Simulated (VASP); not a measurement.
Here is a VASP 6.6.1 calculation.

The input INCAR:

```
SYSTEM = Re
PREC = Accurate
ENCUT = 600
EDIFF = 1E-6
ISMEAR = 0
SIGMA = 0.1
LREAL = .False.
LASPH = .True.
NELM = 60
ALGO = Normal
ISIF = 3
LWAVE = .False.
LCHARG = .False.
GGA = CA
IBRION = 2
NSW = 100
EDIFFG = -0.005
```

Contents of KPOINTS:

```
Automatic mesh
0
Gamma
  18 18 18
  0 0 0
```

Contents of POSCAR:

```
Re
1.0
    0.0000000000      1.9291695110      1.9291695110
    1.9291695110      0.0000000000      1.9291695110
    1.9291695110      1.9291695110      0.0000000000
Re
1
Direct
    0.0000000000      0.0000000000      0.0000000000
```

Potentials or basis: VASP PAW LDA potentials, release 64 (Re).

Run with:

```bash
$ cat potpaw_LDA.64/Re/POTCAR > POTCAR
$ mpirun -np 1 vasp_std > vasp.out
```

(1) Estimate the space group after relaxing (to 0.05 Å).

(2) Estimate the relaxed volume.

(3) Estimate the relaxed cell.

Answers

(1) Fm-3m (No. 225).

(2) 14.44 Å³/atom.

(3) a = 2.733 Å, b = 2.733 Å, c = 2.733 Å, α = 60.00°, β = 60.00°, γ = 60.00°.
